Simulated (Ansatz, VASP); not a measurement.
YS2 in VASP and in Ansatz

Contents of INCAR:

```
SYSTEM = YS2
PREC = Accurate
ENCUT = 520
EDIFF = 1E-6
ISMEAR = -1
SIGMA = 0.1
LREAL = .False.
LASPH = .True.
NELM = 80
ALGO = Normal
ISIF = 2
LWAVE = .False.
LCHARG = .True.
GGA = PE
LELF = .True.
LVHAR = .True.
NBANDS = 32
```

KPOINTS

```
regular mesh
0
Gamma
  4 4 4
  0 0 0
```

File POSCAR:

```
YS2
1.0
    0.0000000000      3.8074100120      3.8074100120
    3.8074100120      0.0000000000      3.8074100120
    3.8074100120      3.8074100120      0.0000000000
Y S
2 4
Direct
    0.0000000000      0.0000000000      0.0000000000
    0.2500000000      0.2500000000      0.2500000000
    0.6250000000      0.6250000000      0.6250000000
    0.1250000000      0.6250000000      0.6250000000
    0.6250000000      0.1250000000      0.6250000000
    0.6250000000      0.6250000000      0.1250000000
```

Input for Ansatz:

```yaml
crystal:
  lattice:
    - [0.0, 3.8074100120090013, 3.8074100120090013]
    - [3.8074100120090013, 0.0, 3.8074100120090013]
    - [3.8074100120090013, 3.8074100120090013, 0.0]
  atoms:
    - { symbol: "Y", position: [0.0, 0.0, 0.0] }
    - { symbol: "Y", position: [0.25, 0.25, 0.25] }
    - { symbol: S, position: [0.625, 0.625, 0.625] }
    - { symbol: S, position: [0.125, 0.625, 0.625] }
    - { symbol: S, position: [0.625, 0.125, 0.625] }
    - { symbol: S, position: [0.625, 0.625, 0.125] }
basis:
  ecutwfc: 450.0
kpoints:
  mp_grid:
    grid: [4, 4, 4]
hamiltonian:
  xc: pbe
scf:
  occupations:
    method: fermi_dirac
    width: 0.1
output:
  stress: true
```

Alike in both runs: task single point; functional PBE; k mesh 4 × 4 × 4; occupations fermi-dirac, width 0.1 eV; no spin polarisation.

```csv
,VASP,Ansatz
version,VASP 6.6.1,Ansatz 0.2.0
potentials or method,"VASP PAW PBE potentials, release 64 (Y_sv, S), cutoff 520 eV","plane waves, PAW"
valence electrons in the cell,46,46
```

|  | VASP | Ansatz | Ansatz less VASP |
| --- | --- | --- | --- |
| pressure (GPa) | 5.4 | 5.4 | +0.06 |
